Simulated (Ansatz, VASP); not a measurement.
# LiF: VASP beside Ansatz

```
Li F
1.0
     0.00000    2.01400    2.01400
     2.01400    0.00000    2.01400
     2.01400    2.01400    0.00000
Li F
1 1
Direct
  0.12413 0.12413 0.87587
  0.50000 0.50000 0.50000
```

Change from the starting cell: all Li atoms moved -0.500 Å, as atom 1 towards its neighbour atom 2 (F) at 2.014 Å.

Alike in both runs: task single point; functional r2SCAN; k mesh 10 × 10 × 10; occupations gaussian, width 0.05 eV; no spin polarisation.

```csv
,VASP,Ansatz
version,VASP 6.6.1,Ansatz 0.2.0
potentials or method,"VASP PAW PBE potentials, release 64 (Li_sv, F), cutoff 520 eV","scalar-relativistic, plane waves, PAW"
valence electrons in the cell,10,10
```

Ansatz gave:

| Quantity | Value |
| --- | --- |
| gap on the k mesh at the Fermi level (eV) | 9.67 |
| least direct gap on the mesh (eV) | 9.67 |
| rms of the force components (eV/Å) | 1.992 |

Estimate VASP's values.

gap on the k mesh at the Fermi level (eV): 9.81; least direct gap on the mesh (eV): 9.81; rms of the force components (eV/Å): 2.226.

VASP's potentials were made for PBE, not for r2SCAN. Atom by atom the forces differ by 0.234 eV/Å (rms over components).

Noted on VASP's run: the cutoff is short for stress, so the pressure is rough.
